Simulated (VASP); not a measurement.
A run of VASP 6.6.1 is set up as follows.

Contents of INCAR:

```
SYSTEM = Te2Mo
  PREC = Accurate
  ENCUT = 520
  EDIFF = 1E-6
  ISMEAR = 0
  SIGMA = 0.1
  LREAL = .FALSE.
  LASPH = .TRUE.
  NELM = 60
  ALGO = Normal
  ISIF = 2
  LWAVE = .FALSE.
  LCHARG = .TRUE.
  GGA = PE
  LELF = .TRUE.
  LVHAR = .TRUE.
  NBANDS = 35
```

KPOINTS

```
Automatic mesh
0
G
  4 4 4
  0 0 0
```

POSCAR

```
Te2Mo
1.0
    7.0280375747      0.0000000000      0.0000000000
    0.0000000000      7.0280375747      0.0000000000
    0.0000000000      0.0000000000      4.8182594643
Te Mo
4 2
Direct
    0.2898033637      0.0000000000      0.0000000000
    0.7101966363      0.0000000000      0.0000000000
    0.0000000000      0.7101966363      0.0000000000
    0.0000000000      0.2898033637      0.0000000000
    0.5000000000      0.5000000000      0.3020112632
    0.5000000000      0.5000000000      0.6979887368
```

Potentials or basis: VASP PAW PBE potentials, release 64 (Te, Mo_sv).

Command:

```bash
$ cat potpaw_PBE.64/Te/POTCAR potpaw_PBE.64/Mo_sv/POTCAR > POTCAR
$ mpirun -np 1 vasp_std > vasp.out
```

(1) What does it give for the largest force?

(2) Estimate the pressure.

(3) Estimate the band gap on the k mesh.

## Answers

(1) 1.015 eV/Å.

(2) 0.5 GPa.

(3) zero (bands 26 and 27 overlap by 0.59 eV).

Caveat: atoms lie so close that the PAW spheres overlap strongly, which falsifies energies and pressures; spin-orbit coupling is left out, which moves the levels of the heavy elements; forces of over 1 eV/Å act on the atoms, so gaps and moduli don't describe the material at rest.
